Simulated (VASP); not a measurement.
Write the native input for VASP 6.6.1 that does the following.

```
Task                   : single point
Functional             : PBEsol
Potentials or basis    : VASP PAW PBE potentials, release 64 (Mg)
Cutoff                 : 520 eV
k mesh                 : 18 × 18 × 10
Occupations            : gaussian, width 0.15 eV
Spin                   : no spin polarisation
Dipole correction      : no
Further INCAR settings : ALGO = Fast; EDIFF = 1e-07; NBANDS = 9
```

The structure of Mg lies in POSCAR:

```
Mg
1.0
    3.2092715325      0.0000000000      0.0000000000
   -1.6046357662      2.7793106748      0.0000000000
    0.0000000000      0.0000000000      5.2103300000
Mg
2
Direct
    0.2812021070      0.6285039603      0.2212110365
    0.6666666667      0.3333333333      0.7500000000
```

This cell differs from its parent crystal: atom 1 (Mg) moved by (-0.150, -0.150) A along [1 1 0] and z.

These files were run (other wordings do the same):

INCAR

```
PREC = Accurate
ENCUT = 520
EDIFF = 1E-7
ISMEAR = 0
SIGMA = 0.15
LREAL = F
LASPH = T
NELM = 80
ALGO = Fast
ISIF = 2
LWAVE = F
LCHARG = F
GGA = PS
NBANDS = 9
```

KPOINTS

```
regular mesh
0
Gamma
  18 18 10
```

Potentials or basis: VASP PAW PBE potentials, release 64 (Mg).

The run is started by

```sh
$ cat potpaw_PBE.64/Mg/POTCAR > POTCAR
$ mpirun -np 1 vasp_std > vasp.out
```

Results of the run:

```
Pressure               : -0.8 GPa
Largest force          : 0.414 eV/Å
Band gap on the k mesh : zero (bands 2 and 3 overlap by 2.24 eV)
```

Caveat: the cell differs from its parent crystal (atom 1 (Mg) moved by (-0.150, -0.150) A along [1 1 0] and z); the PAW data sets were made with another functional, which shifts forces and pressure a little.

Wall time 2.2 min on 1 thread of Intel(R) Xeon(R) 6975P-C (Granite Rapids), with other jobs on the host, peak memory 0.71 GiB.
